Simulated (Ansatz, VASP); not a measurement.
# Rh: VASP beside Ansatz

```
CELL_PARAMETERS angstrom
2.70230 0.00000 0.00000
-1.35115 2.34026 0.00000
0.00000 0.00000 9.19300
ATOMIC_POSITIONS crystal
Rh 0.00000 0.00000 0.00000
Rh 0.33333 0.66667 0.25000
Rh 0.00000 0.00000 0.50000
Rh 0.66667 0.33333 0.75000
```

Alike in both runs: task single point; functional PBEsol; k mesh 18 × 18 × 6; occupations gaussian, width 0.15 eV; no spin polarisation.

```csv
,VASP,Ansatz
version,VASP 6.6.1,Ansatz 0.2.0
potentials or method,"VASP PAW PBE potentials, release 64 (Rh_pv), cutoff 520 eV","scalar-relativistic, plane waves, PAW"
valence electrons in the cell,60,68
```

```tsv
	VASP	Ansatz	Ansatz less VASP
gap on the k mesh at the Fermi level (eV)	none	none	-
pressure (GPa)	-17.0	-17.0	+0.05
traceless stress, the component that is largest in VASP (GPa)	-7.84	-7.86	-0.020
```

VASP's potentials were made for PBE, not for PBEsol, and Ansatz warns of the same on its side. A gap of «none» marks a metal or a gap that the smearing closes. VASP's potentials hold 60 valence electrons a cell and Ansatz's 68, so a difference there can come from the potentials and not from the codes.
